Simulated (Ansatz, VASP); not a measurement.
## CdS in VASP and in Ansatz

```
Cd S
1.0
     4.16462    0.00000    0.00000
    -2.08231    3.60667    0.00000
     0.00000    0.00000    6.76598
Cd S
2 2
Cartesian
  0.0000 2.4044 -0.0065
  2.0823 1.2022 3.3765
  0.0000 2.4044 2.5438
  2.0823 1.2022 5.9268
```

Alike in both runs: task single point; functional PBEsol; k mesh 6 × 6 × 4; occupations tetrahedron; no spin polarisation.

|  | VASP | Ansatz |
| --- | --- | --- |
| version | VASP 6.6.1 | Ansatz 0.2.0 |
| potentials or method | VASP PAW PBE potentials, release 64 (Cd, S) | plane waves |
| plane-wave cutoff (eV) | 500 | 420 |
| valence electrons in the cell | 36 | 52 |

|  | VASP | Ansatz | Ansatz less VASP |
| --- | --- | --- | --- |
| gap on the k mesh at the Fermi level (eV) | 1.04 | 1.03 | -0.003 |
| pressure (GPa) | -1.3 | -1.6 | -0.35 |

VASP's potentials were made for PBE, not for PBEsol. With one functional, cell and mesh, what is left measures potentials, basis and numerics. VASP's potentials hold 36 valence electrons a cell and Ansatz's 52, so a difference there can come from the potentials and not from the codes. Ansatz's warnings: band table not solved further, tetrahedron derivatives may miss energy slope.
